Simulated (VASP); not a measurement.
Write the native input for VASP 6.6.1 that does the following.

- Task: single point
- Functional: PBE
- Potentials or basis: VASP PAW PBE potentials, release 64 (Bi_d, Ru_pv)
- Cutoff: 520 eV
- k mesh: 8 × 8 × 8
- Occupations: gaussian, width 0.1 eV
- Spin: no spin polarisation
- Dipole correction: no
- Further INCAR settings: ALGO = Fast; EDIFF = 1e-06; NBANDS = 68

The structure of BiRu lies in POSCAR:

```
BiRu
1.0
    5.4180644611      0.0000000000      0.0000000000
    0.0000000000      5.4180644611      0.0000000000
    0.0000000000      0.0000000000      5.4180644611
Bi Ru
4 4
Direct
    0.1690919087      0.1690919087      0.1690919087
    0.3309080913      0.8309080913      0.6690919087
    0.6690919087      0.3309080913      0.8309080913
    0.8309080913      0.6690919087      0.3309080913
    0.8417180912      0.8417180912      0.8417180912
    0.6582819088      0.1582819088      0.3417180912
    0.3417180912      0.6582819088      0.1582819088
    0.1582819088      0.3417180912      0.6582819088
```

One way to write it, as run:

INCAR

```
SYSTEM = BiRu
PREC = Accurate
ENCUT = 520
EDIFF = 1E-6
ISMEAR = 0
SIGMA = 0.1
LREAL = .False.
LASPH = .True.
NELM = 100
ALGO = Fast
ISIF = 2
LWAVE = .False.
LCHARG = .False.
GGA = PE
NBANDS = 68
```

KPOINTS

```
regular mesh
0
Gamma
  8 8 8
  0 0 0
```

Potentials or basis: VASP PAW PBE potentials, release 64 (Bi_d, Ru_pv).

Command:

```sh
$ cat potpaw_PBE.64/Bi_d/POTCAR potpaw_PBE.64/Ru_pv/POTCAR > POTCAR
$ mpirun -np 1 vasp_std > vasp.out
```

It gave:

```json
{"Pressure": "0.0 GPa", "Largest force": "0.008 eV/Å", "Band gap on the k mesh": "zero (bands 58 and 59 overlap by 0.15 eV)"}
```

Caveat: spin-orbit coupling is left out, which moves the levels of the heavy elements.

Run time: 5.5 min on 1 thread of Intel(R) Xeon(R) 6975P-C (Granite Rapids), on a shared host, peak memory 0.48 GiB.
